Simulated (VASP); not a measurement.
# Ni (C2/c) in VASP: a series of runs

The runs below take Ni through single point, with revPBE.

Everything below comes from runs of VASP 6.6.1. Logs are shortened: lines on timing, memory, paths and dates and some standing lists are left out, and cuts for length are marked.

### Step 1. The cell of the first run

The typed cell holds 2 atoms: a = 2.536 Å, b = 2.536 Å, c = 4.167 Å, α = 89.99°, β = 89.99°, γ = 120.00°.

### Step 2. Single point, revPBE, collinear spin, ferromagnetic start (volume scaled by 1.04)

The input, INCAR:

```
ALGO     = Normal         # electronic algorithm
EDIFF    = 1E-6           # SCF threshold, eV
ENCUT    = 600            # plane-wave cutoff, eV
GGA      = RE             # functional
GGA_COMPAT= F            
ISIF     = 2              # what is computed and relaxed
ISMEAR   = -1             # smearing method
ISPIN    = 2              # spin polarisation
LASPH    = T              # aspherical terms in the spheres
LCHARG   = T              # write CHGCAR
LELF     = T              # ELF
LMAXMIX  = 4              # l up to which the mixer works
LORBIT   = 11             # projections on sites
LREAL    = F              # projectors in reciprocal space
LVHAR    = T            
LWAVE    = F              # write WAVECAR
MAGMOM   = 0.7 0.7        # initial moments
NBANDS   = 21             # bands
NELM     = 200            # most SCF steps
PREC     = Accurate       # precision mode
SIGMA    = 0.05           # smearing width, eV
```

The input, KPOINTS:

```
k-points
0
Gamma
  16 16 9
```

The input, POSCAR:

```
Ni
1.0
   -1.4022257769      1.7032902436      1.2498630658
    1.7032902436     -1.4022257769      1.2498630658
    2.9045551811      2.9045551811     -0.6984629435
Ni
2
Direct
    0.0416460737      0.9583539263      1.0000000000
    0.7083539263      0.2916460737      0.5000000000
```

Potentials or basis: VASP PAW PBE potentials, release 64 (Ni).

Run with:

```bash
> cat potpaw_PBE.64/Ni/POTCAR > POTCAR
> mpirun -np 1 vasp_std > vasp.out
```

OUTCAR:

```text
EDIFF = 1E-6
   ENCUT = 600
   GGA = RE
   ISIF = 2
   ISMEAR = -1
   ISPIN = 2
   LASPH = T
   LORBIT = 11
   LREAL = F
   NELM = 200
   PREC = Accurate

 ion  position               nearest neighbor table
   1  0.042  0.958  0.000-   2 2.55   2 2.55   2 2.55   2 2.55   2 2.55   2 2.55
   2  0.708  0.292  0.500-   1 2.55   1 2.55   1 2.55   1 2.55   1 2.55   1 2.55

  LATTYP: Found a base centered monoclinic cell.
 ALAT       =     2.5357267911
 B/A-ratio  =     1.7319937186
 C/A-ratio  =     1.6431664475
 COS(beta)  =    -0.0002792736

  Lattice vectors:

 A1 = (   1.4022257769,  -1.7032902436,  -1.2498630658)
 A2 = (  -1.7032902436,   1.4022257769,  -1.2498630658)
 A3 = (   2.9045551811,   2.9045551811,  -0.6984629435)

Analysis of symmetry for initial positions (statically):
=====================================================================
 Subroutine PRICEL returns:
 Original cell was already a primitive cell.

 Routine SETGRP: Setting up the symmetry group for a
 base centered monoclinic supercell.

 Subroutine GETGRP returns: Found  4 space group operations
 (whereof  2 operations were pure point group operations)
 out of a pool of  4 trial point group operations.

The static configuration has the point symmetry C_2 .
 The point group associated with its full space group is C_2h.

Analysis of symmetry for dynamics (positions and initial velocities):
=====================================================================
 Subroutine PRICEL returns:
 Original cell was already a primitive cell.

 Routine SETGRP: Setting up the symmetry group for a
 base centered monoclinic supercell.

 Subroutine GETGRP returns: Found  4 space group operations
 (whereof  2 operations were pure point group operations)
 out of a pool of  4 trial point group operations.

The dynamic configuration has the point symmetry C_2 .
 The point group associated with its full space group is C_2h.

Analysis of structural, dynamic, and magnetic symmetry:
=====================================================================
 Subroutine PRICEL returns:
 Original cell was already a primitive cell.

 Routine SETGRP: Setting up the symmetry group for a
 base centered monoclinic supercell.

 Subroutine GETGRP returns: Found  4 space group operations
 (whereof  2 operations were pure point group operations)
 out of a pool of  4 trial point group operations.

The overall configuration has the point symmetry C_2 .
 The point group associated with its full space group is C_2h.

 Subroutine INISYM returns: Found  4 space group operations
 (whereof  2 operations are pure point group operations),
 and found     1 'primitive' translations

----------------------------------------------------------------------------------------

                                     Primitive cell

  volume of cell :      23.2009

  direct lattice vectors                    reciprocal lattice vectors
    -1.402225777  1.703290244  1.249863066    -0.114258112  0.207749565  0.388783809
     1.703290244 -1.402225777  1.249863066     0.207749565 -0.114258112  0.388783809
     2.904555181  2.904555181 -0.698462944     0.167298086  0.167298086 -0.040298422

  length of vectors
     2.535664108  2.535664108  4.166621183     0.455376380  0.455376380  0.240002629

  position of ions in fractional coordinates (direct lattice)
     0.041646074  0.958353926  0.000000000
     0.708353926  0.291646074  0.500000000

  ion indices of the primitive-cell ions
   primitive index   ion index
                 1           1
                 2           2

----------------------------------------------------------------------------------------

 KPOINTS: k-points

Automatic generation of k-mesh.
 Grid dimensions read from file:
 generate k-points for:   16   16    9

 Generating k-lattice:

  Cartesian coordinates                     Fractional coordinates (reciprocal lattice)
    -0.007141132  0.012984348  0.024298988     0.062500000 -0.000000000  0.000000000
     0.012984348 -0.007141132  0.024298988    -0.000000000  0.062500000  0.000000000
     0.018588676  0.018588676 -0.004477602     0.000000000  0.000000000  0.111111111

  Length of vectors
     0.028461024  0.028461024  0.026666959

  Shift w.r.t. Gamma in fractional coordinates (k-lattice)
     0.000000000  0.000000000  0.000000000

 Subroutine IBZKPT returns following result:
 ===========================================

 Found    617 irreducible k-points:

 Following reciprocal coordinates:
            Coordinates               Weight
  0.000000  0.000000  0.000000      1.000000
  0.062500 -0.000000  0.000000      4.000000
  0.125000 -0.000000  0.000000      4.000000
  0.187500  0.000000  0.000000      4.000000
  0.250000 -0.000000  0.000000      4.000000
  0.312500 -0.000000  0.000000      4.000000
[... 16 lines left out ...]
 -0.125000  0.062500 -0.000000      4.000000
 -0.062500  0.062500  0.000000      2.000000
 [... further k-points ...]
   k-points           NKPTS =    617   k-points in BZ     NKDIM =    617   number of bands    NBANDS=     21
   number of dos      NEDOS =    301   number of ions     NIONS =      2
   total plane-waves  NPLWV =  14400
   dimension x,y,z NGX =    20 NGY =   20 NGZ =   36
   dimension x,y,z NGXF=    40 NGYF=   40 NGZF=   72
   ions per type =               2
   NGX,Y,Z   is equivalent  to a cutoff of  13.11, 13.11, 14.36 a.u.
   NGXF,Y,Z  is equivalent  to a cutoff of  26.23, 26.23, 28.73 a.u.
 SYSTEM =  unknown system
   PREC   = accura    normal or accurate (medium, high low for compatibility)
   ISTART =      0    job   : 0-new  1-cont  2-samecut
   ICHARG =      2    charge: 1-file 2-atom 10-const
   ISPIN  =      2    spin polarized calculation?
   LNONCOLLINEAR =      F non collinear calculations
   LSORBIT =      F    spin-orbit coupling
   LASPH  =      T    aspherical Exc in radial PAW
   ENCUT  =  600.0 eV  44.10 Ry    6.64 a.u.   5.06  5.06  8.32*2*pi/ulx,y,z
   NELM   =    200;   NELMIN=  2; NELMDL= -5     # of ELM steps
   EDIFF  = 0.1E-05   stopping-criterion for ELM
   LREAL  =      F    real-space projection
   EDIFFG = 0.1E-04   stopping-criterion for IOM
   NSW    =      0    number of steps for IOM
   IBRION =     -1    ionic relax: 0-MD 1-quasi-New 2-CG
   NFREE  =      0    steps in history (QN), initial steepest desc. (CG)
   ISIF   =      2    stress and relaxation
   ISYM   =      2    0-nonsym 1-usesym 2-fastsym
   POTIM  = 0.5000    time-step for ionic-motion
   TEBEG  =    0.0;   TEEND  =   0.0 temperature during run
   PSTRESS=    0.0 pullay stress
   NELECT =      20.0000    total number of electrons
   NUPDOWN=      -1.0000    fix difference up-down
   EMIN   =  10.00;   EMAX   =-10.00  energy-range for DOS
   EFERMI =   0.00;   METHOD = LEGACY
   ISMEAR =    -1;   SIGMA  =   0.05  broadening in eV -4-tet -1-fermi 0-gaus
   EFERMI_NEDOS =   21; number of points for ismear=-14 and -15
   IALGO  =     38    algorithm
   IMIX   =      4    mixing-type and parameters
     AMIX     =   0.40;   BMIX     =  1.00
     AMIX_MAG =   1.60;   BMIX_MAG =  1.00
  volume/ion in A,a.u.               =      11.60        78.28
  Fermi-wavevector in a.u.,A,eV,Ry     =   1.558056  2.944299 33.028670  2.427539
  Thomas-Fermi vector in A             =   2.661616
   LORBIT       =     11    0 simple, 1 ext, 2 COOP (PROOUT), +10 PAW based schemes
   GGA     = RE    functional components
   LHFCALC =     F    Hartree Fock is set to
   AEXX    =    0.0000 exact exchange contribution
   IVDW    =     0    specifies the selected vdW correction
   LEPSILON=     F    determine dielectric tensor
   LRPA    =     F    only Hartree local field effects (RPA)
 spin polarized calculation
  energy-cutoff  :      600.00
  volume of cell :       23.20
 maximum number of plane-waves:       789
   NGX = 11   NGY = 11   NGZ = 17

 number of electron      20.0000006 magnetization       1.3180498

 Free energy of the ion-electron system (eV)
  ---------------------------------------------------
  ext. energy  EPLUGINS =         0.00000000
  ---------------------------------------------------
  free energy    TOTEN  =       -10.06798429 eV

  energy without entropy =      -10.02735236  energy(sigma->0) =      -10.04766833

 E-fermi :   8.6398     XC(G=0): -12.7890

 val. band max:        8.6394711040   @ k =  -0.3750  -0.0000   0.2222
 cond. band min:       8.6429090814   @ k =  -0.4375  -0.4375   0.1111
 fundamental gap:      0.0034379774
 Fermi energy:         8.6398494053

 spin component 1

 k-point     1 :       0.0000    0.0000    0.0000
  band No.  band energies     occupation
      1       0.0471      1.00000
      2       4.1145      1.00000
      3       6.3166      1.00000
      4       6.4164      1.00000
      5       6.4166      1.00000
      6       6.6525      1.00000
[... 13 lines left out ...]
     20      33.5830      0.00000
     21      37.9837      0.00000
[... 529 lines left out ...]
 k-point    24 :      -0.0625    0.0625    0.0000
  band No.  band energies     occupation
      1       0.1773      1.00000
      2       4.1930      1.00000
      3       6.2424      1.00000
      4       6.4694      1.00000
      5       6.4770      1.00000
      6       6.6259      1.00000
[... 13 lines left out ...]
     20      35.8261      0.00000
     21      36.3279      0.00000

 [... further k-points ...]

 spin component 2

 k-point     1 :       0.0000    0.0000    0.0000
  band No.  band energies     occupation
      1      -0.0060      1.00000
      2       4.5360      1.00000
      3       7.0684      1.00000
      4       7.1308      1.00000
      5       7.1309      1.00000
      6       7.3860      1.00000
[... 13 lines left out ...]
     20      33.6453      0.00000
     21      38.0245      0.00000
[... 529 lines left out ...]
 k-point    24 :      -0.0625    0.0625    0.0000
  band No.  band energies     occupation
      1       0.1243      1.00000
      2       4.6207      1.00000
      3       6.9652      1.00000
      4       7.1865      1.00000
      5       7.2165      1.00000
      6       7.3560      1.00000
[... 13 lines left out ...]
     20      35.8538      0.00000
     21      36.2276      0.00000

 [... further k-points ...]

------------------------ aborting loop because EDIFF is reached ----------------------------------------

  FORCE on cell =-STRESS in cart. coord.  units (eV):
  Direction    XX          YY          ZZ          XY          YZ          ZX
  --------------------------------------------------------------------------------------
  -------------------------------------------------------------------------------------
  Total       -0.9244318     -0.9244318     -0.9163082     -0.0093465      0.0007983      0.0007983
  in kB      -63.8381392    -63.8381392    -63.2771540     -0.6454354      0.0551269      0.0551313
  external PRESSURE =     -63.6511441 kB  Pullay stress =       0.0000000 kB

 VOLUME and BASIS-vectors are now :
 -----------------------------------------------------------------------------
  energy-cutoff  :      600.00
  volume of cell :       23.20
      direct lattice vectors                 reciprocal lattice vectors
    -1.402225777  1.703290244  1.249863066    -0.114258112  0.207749565  0.388783809
     1.703290244 -1.402225777  1.249863066     0.207749565 -0.114258112  0.388783809
     2.904555181  2.904555181 -0.698462944     0.167298086  0.167298086 -0.040298422

 POSITION                                       TOTAL-FORCE (eV/Angst)
 -----------------------------------------------------------------------------------
      1.57396     -1.27289      1.24986        -0.000230      0.000230      0.000000
      0.95576      2.24986      0.90063         0.000230     -0.000230     -0.000000
 -----------------------------------------------------------------------------------
    total drift:                                0.000000      0.000000     -0.000000

  FREE ENERGIE OF THE ION-ELECTRON SYSTEM (eV)
  ---------------------------------------------------
  free  energy   TOTEN  =       -10.0679842941 eV

  energy  without entropy=      -10.0273523648  energy(sigma->0) =      -10.04766833

 total charge

# of ion       s       p       d       tot
------------------------------------------
    1        0.469   0.442   8.287   9.198
    2        0.469   0.442   8.287   9.198
--------------------------------------------------
tot          0.939   0.885  16.573  18.397

 magnetization (x)

# of ion       s       p       d       tot
------------------------------------------
    1       -0.005  -0.024   0.706   0.677
    2       -0.005  -0.024   0.706   0.677
--------------------------------------------------
tot         -0.009  -0.048   1.413   1.355
```

Run time: 15 min. Hardware: 1 thread of Intel Xeon 8259CL, shared host; peak memory 0.56 GiB.

Results:

```yaml
Free_energy: -10.0680 eV
Pressure: -6.4 GPa
Net_moment: 1.32 μB per cell
Site_moments: Ni +0.68 μB
Valence_electrons_inside_the_program's_atomic_spheres: Ni 9.20
```

Stress tensor (GPa, compression positive):
```
-6.38 -0.06  0.01
-0.06 -6.38  0.01
 0.01  0.01 -6.33
```

Levels at points of the mesh, in eV from the Fermi level:
Spin up:
| k point | band 8 | band 9 | band 10 | band 11 | band 12 | band 13 | band 14 | band 15 |
| --- | --- | --- | --- | --- | --- | --- | --- | --- |
| (0.00, 0.00, 0.00) | -1.60 | -1.60 | -0.76 | -0.76 | -0.26 | 5.12 | 22.04 | 23.43 |
| (0.50, 0.00, 0.00) | -0.67 | -0.61 | -0.56 | 1.05 | 2.79 | 8.89 | 9.35 | 11.83 |
| (0.50, 0.50, 0.00) | -0.67 | -0.61 | -0.56 | 1.05 | 2.79 | 8.90 | 9.35 | 11.83 |
Spin down:
```
           k point  band 7  band 8  band 9  band 10  band 11  band 12
(0.00, 0.00, 0.00)   -1.25   -0.89   -0.89    -0.35    -0.01    -0.01
(0.50, 0.00, 0.00)   -1.24    0.14    0.16     0.25     1.52     3.18
(0.50, 0.50, 0.00)   -1.24    0.14    0.16     0.25     1.52     3.18
```

Caveat: the PAW data sets were made with another functional, which shifts forces and pressure a little.

### Step 3. Single point, revPBE, collinear spin, ferromagnetic start (volume scaled by 0.92)

The input, INCAR:

```
SYSTEM = Ni
PREC = Accurate
ENCUT = 520
EDIFF = 1E-6
ISMEAR = -1
SIGMA = 0.05
LREAL = .FALSE.
LASPH = .TRUE.
NELM = 150
ALGO = Normal
ISIF = 2
LWAVE = .FALSE.
LCHARG = .TRUE.
ISPIN = 2
MAGMOM = 0.7 0.7
LORBIT = 11
LMAXMIX = 4
GGA = RE
LELF = .TRUE.
LVHAR = .TRUE.
NBANDS = 21
```

The input, KPOINTS:

```
regular mesh
0
G
  16 16 9
  0 0 0
```

The input, POSCAR:

```
Ni
1.0
   -1.3460755704      1.6350843239      1.1998140149
    1.6350843239     -1.3460755704      1.1998140149
    2.7882462558      2.7882462558     -0.6704939537
Ni
2
Direct
    0.0416460737      0.9583539263      1.0000000000
    0.7083539263      0.2916460737      0.5000000000
```

Potentials or basis: VASP PAW PBE potentials, release 64 (Ni).

Run with:

```bash
> cat potpaw_PBE.64/Ni/POTCAR > POTCAR
> mpirun -np 1 vasp_std > vasp.out
```

Run time: 3.9 min. Hardware: 1 thread of Intel Xeon Platinum 8488C (Sapphire Rapids), shared host; peak memory 0.43 GiB.

It converged, with:

```
Free energy                                           : -9.9916 eV
Pressure                                              : 18.4 GPa
Net moment                                            : 1.19 μB per cell
Site moments                                          : Ni +0.60 μB
Valence electrons inside the program's atomic spheres : Ni 9.42
```

Stress tensor (GPa, compression positive):
```
18.43  0.13 -0.05
 0.13 18.43 -0.05
-0.05 -0.05 18.30
```

Levels at points of the mesh, in eV from the Fermi level:
Spin up:
| k point | band 7 | band 8 | band 9 | band 10 | band 11 | band 12 | band 13 | band 14 |
| --- | --- | --- | --- | --- | --- | --- | --- | --- |
| (0.00, 0.00, 0.00) | -2.19 | -1.73 | -1.73 | -0.71 | -0.71 | -0.49 | 6.02 | 23.10 |
| (0.50, 0.00, 0.00) | -2.15 | -0.59 | -0.52 | -0.46 | 1.25 | 3.27 | 9.69 | 10.34 |
| (0.50, 0.50, 0.00) | -2.15 | -0.59 | -0.52 | -0.46 | 1.25 | 3.27 | 9.69 | 10.34 |
Spin down:
```csv
k point,band 6,band 7,band 8,band 9,band 10,band 11,band 12,band 13
"(0.00, 0.00, 0.00)",-1.53,-1.53,-1.08,-1.08,-0.56,-0.03,-0.02,6.41
"(0.50, 0.00, 0.00)",-1.90,-1.51,0.14,0.18,0.28,1.70,3.62,9.80
"(0.50, 0.50, 0.00)",-1.90,-1.51,0.14,0.18,0.28,1.70,3.62,9.80
```

Caveat: the PAW data sets were made with another functional, which shifts forces and pressure a little.
